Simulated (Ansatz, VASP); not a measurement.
## One calculation of Ag, two programs

The input INCAR:

```
PREC = Accurate ; ENCUT = 520
EDIFF = 1E-6 ; ISMEAR = -1
SIGMA = 0.05 ; LREAL = False
LASPH = True ; NELM = 150
ALGO = Normal ; ISIF = 2
LWAVE = False ; LCHARG = True
MAGMOM = 0 0 0 ; LORBIT = 11
LSORBIT = True ; GGA_COMPAT = False
LORBMOM = True ; LMAXMIX = 4
GGA = PS ; LVHAR = True
NBANDS = 22
```

Contents of KPOINTS:

```
regular mesh
0
Gamma
  11 11 11
```

File POSCAR:

```
Ag
1.0
    0.0000000000      2.0427500000      2.0427500000
    2.0427500000      0.0000000000      2.0427500000
    2.0427500000      2.0427500000      0.0000000000
Ag
1
Direct
    0.0000000000      0.0000000000      0.0000000000
```

Contents of input.yaml:

```yaml
crystal:
  lattice:
    - [0.0, 2.04275, 2.04275]
    - [2.04275, 0.0, 2.04275]
    - [2.04275, 2.04275, 0.0]
  atoms:
    - { symbol: Ag, position: [0.0, 0.0, 0.0] }
hamiltonian:
  xc: pbesol
  pseudopotentials: { kind: paw_fr }
magnetization:
  noncollinear: true
  spin_orbit: true
kpoints:
  mp_grid: { grid: [11, 11, 11] }
  band_path:
    path:
      - [[0.0, 0.0, 0.0], [0.5, 0.0, 0.5], [0.5, 0.25, 0.75], [0.375, 0.375, 0.75], [0.0, 0.0, 0.0], [0.5, 0.5, 0.5], [0.625, 0.25, 0.625], [0.5, 0.25, 0.75], [0.5, 0.5, 0.5], [0.375, 0.375, 0.75]]
      - [[0.625, 0.25, 0.625], [0.5, 0.0, 0.5]]
    npoints: 14
scf:
  occupations: { method: fermi_dirac, width: 0.05 }
  n_extra_bands: 6
output:
  forces: true
  stress: true
  eigenvalues: true
  fatbands: false
```

Alike in both runs: functional PBEsol; k mesh 11 × 11 × 11; occupations fermi-dirac, width 0.05 eV; non-collinear spin, spin-orbit coupling.

|  | VASP | Ansatz |
| --- | --- | --- |
| version | VASP 6.6.1 | Ansatz 0.2.0 |
| potentials or method | VASP PAW PBE potentials, release 64 (Ag) | Ansatz PAW |
| plane-wave cutoff (eV) | 520 | 420 |
| valence electrons in the cell | 11 | 19 |
| task | single point | band structure |

|  | VASP | Ansatz | Ansatz less VASP |
| --- | --- | --- | --- |
| pressure (GPa) | -3.2 | -3.0 | +0.16 |
| net moment per atom (μB) | 0.00 | 0.00 | 0.000 |

VASP's potentials were made for PBE, not for PBEsol. VASP's potentials hold 11 valence electrons a cell and Ansatz's 19, so a difference there can come from the potentials and not from the codes.
